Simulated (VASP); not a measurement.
A run of VASP 6.6.1:

Contents of INCAR:

```
ALGO = Normal
EDIFF = 1E-6
ENCUT = 500
GGA = CA
GGA_COMPAT = False
ISIF = 2
ISMEAR = 0
LASPH = True
LCHARG = True
LELF = True
LREAL = False
LVHAR = True
LWAVE = False
NBANDS = 15
NELM = 120
PREC = Accurate
SIGMA = 0.02
```

KPOINTS

```
k-points
0
Gamma
  6 6 6
```

Contents of POSCAR:

```
RbCl
1.0
    0.0000000000      3.1885406455      3.1885406455
    3.1885406455      0.0000000000      3.1885406455
    3.1885406455      3.1885406455      0.0000000000
Rb Cl
1 1
Direct
    0.0000000000      0.0000000000      0.0000000000
    0.5000000000      0.5000000000      0.5000000000
```

Potentials or basis: VASP PAW LDA potentials, release 64 (Rb_sv, Cl).

Run with:

```bash
$ cat potpaw_LDA.64/Rb_sv/POTCAR potpaw_LDA.64/Cl/POTCAR > POTCAR
$ mpirun -np 1 vasp_std > vasp.out
```

Hardware: 1 thread of Intel Xeon 8259CL, on a shared host.

Q: Estimate the wall time of this run.

A: Wall time 25 s on 1 thread of Intel Xeon 8259CL, with other jobs on the host, peak memory 0.17 GiB. Counts: scf iterations 12, k points 16.
